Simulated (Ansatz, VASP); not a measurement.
Al2Cu: VASP beside Ansatz

INCAR

```
ALGO = Fast ; EDIFF = 1E-6
ENCUT = 520 ; GGA = PE
ISIF = 2 ; ISMEAR = 0
LASPH = T ; LCHARG = F
LREAL = F ; LWAVE = F
NBANDS = 16 ; NELM = 80
PREC = Accurate ; SIGMA = 0.15
```

The input KPOINTS:

```
k-points
0
Gamma
  14 14 14
```

File POSCAR:

```
Al2Cu
1.0
   -2.0446004822      2.0446004822      3.0937994815
    2.0446004822     -2.0446004822      3.0937994815
    2.0446004822      2.0446004822     -3.0937994815
Al Cu
2 1
Direct
    0.7344366126      0.2344366126      0.5000000000
    0.2655633874      0.7655633874      0.5000000000
    0.5000000000      0.5000000000      0.0000000000
```

Input for Ansatz:

```yaml
crystal:
  lattice:
    - [-2.0446004822, 2.0446004822, 3.0937994815]
    - [2.0446004822, -2.0446004822, 3.0937994815]
    - [2.0446004822, 2.0446004822, -3.0937994815]
  atoms:
    - { symbol: Al, position: [0.7344366126, 0.2344366126, 0.5] }
    - { symbol: Al, position: [0.2655633874, 0.7655633874, 0.5] }
    - { symbol: Cu, position: [0.5, 0.5, 0.0] }
basis:
  ecutwfc: 520.0
kpoints:
  mp_grid: { grid: [14, 14, 14] }
hamiltonian:
  xc: pbe
  pseudopotentials: { kind: paw, azcp: { folder: soft_1 } }
scf:
  occupations: { method: gaussian, width: 0.15 }
output:
  forces: true
  stress: true
  eigenvalues: true
```

Change from the starting cell: mode 9 frozen in at -0.090 Å, normal strain along z +0.0700.

Alike in both runs: task single point; functional PBE; k mesh 14 × 14 × 14; occupations gaussian, width 0.15 eV; no spin polarisation.

|  | VASP | Ansatz |
| --- | --- | --- |
| version | VASP 6.6.1 | Ansatz 0.2.0 |
| potentials or method | VASP PAW PBE potentials, release 64 (Al, Cu), cutoff 520 eV | scalar-relativistic, plane waves, PAW |
| valence electrons in the cell | 17 | 25 |

Ansatz gave:

- gap on the k mesh at the Fermi level (eV): none
- pressure (GPa): -4.9
- traceless stress, the component that is largest in VASP (GPa): 3.41
- rms of the force components (eV/Å): 0.178

Question: Estimate VASP's values.

Answer: gap on the k mesh at the Fermi level (eV): none; pressure (GPa): -4.5; traceless stress, the component that is largest in VASP (GPa): 3.39; rms of the force components (eV/Å): 0.177.

Atom by atom the forces differ by 0.000 eV/Å (rms over components). A gap of «none» marks a metal or a gap that the smearing closes. VASP's potentials hold 17 valence electrons a cell and Ansatz's 25, so a difference there can come from the potentials and not from the codes.
